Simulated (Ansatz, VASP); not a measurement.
## AlCu3: VASP beside Ansatz

Contents of INCAR:

```
SYSTEM = AlCu3
PREC = Accurate
ENCUT = 520
EDIFF = 1E-6
ISMEAR = 0
SIGMA = 0.1
LREAL = .False.
LASPH = .True.
NELM = 80
ALGO = Normal
ISIF = 2
LWAVE = .False.
LCHARG = .True.
GGA = PS
LELF = .True.
LVHAR = .True.
NBANDS = 26
```

The input KPOINTS:

```
Automatic mesh
0
Gamma
  12 12 12
  0 0 0
```

File POSCAR:

```
AlCu3
1.0
    0.0000000000      2.9120215466      2.9120215466
    2.9120215466      0.0000000000      2.9120215466
    2.9120215466      2.9120215466      0.0000000000
Al Cu
1 3
Direct
    0.0000000000      0.0000000000      0.0000000000
    0.5000000000      0.5000000000      0.5000000000
    0.2500000000      0.2500000000      0.2500000000
    0.7500000000      0.7500000000      0.7500000000
```

Input for Ansatz:

```yaml
crystal:
  lattice:
    - [0.0, 2.9120215361, 2.9120215361]
    - [2.9120215361, 0.0, 2.9120215361]
    - [2.9120215361, 2.9120215361, 0.0]
  atoms:
    - { symbol: Al, position: [0.0, 0.0, 0.0] }
    - { symbol: Cu, position: [0.5, 0.5, 0.5] }
    - { symbol: Cu, position: [0.25, 0.25, 0.25] }
    - { symbol: Cu, position: [0.75, 0.75, 0.75] }
basis:
  ecutwfc: 420
kpoints:
  mp_grid: { grid: [12, 12, 12] }
hamiltonian:
  xc: pbesol
scf:
  occupations: { method: gaussian, width: 0.1 }
output:
  forces: true
  stress: true
  eigenvalues: true
```

Alike in both runs: task single point; functional PBEsol; k mesh 12 × 12 × 12; occupations gaussian, width 0.1 eV; no spin polarisation.

```csv
,VASP,Ansatz
version,VASP 6.6.1,Ansatz 0.2.0
potentials or method,"VASP PAW PBE potentials, release 64 (Al, Cu), cutoff 520 eV","scalar-relativistic, plane waves, PAW"
valence electrons in the cell,36,60
```

```csv
,VASP,Ansatz,Ansatz less VASP
gap on the k mesh at the Fermi level (eV),none,none,-
pressure (GPa),-3.4,-4.2,-0.78
```

VASP's potentials were made for PBE, not for PBEsol. A gap of «none» marks a metal or a gap that the smearing closes. VASP's potentials hold 36 valence electrons a cell and Ansatz's 60, so a difference there can come from the potentials and not from the codes.
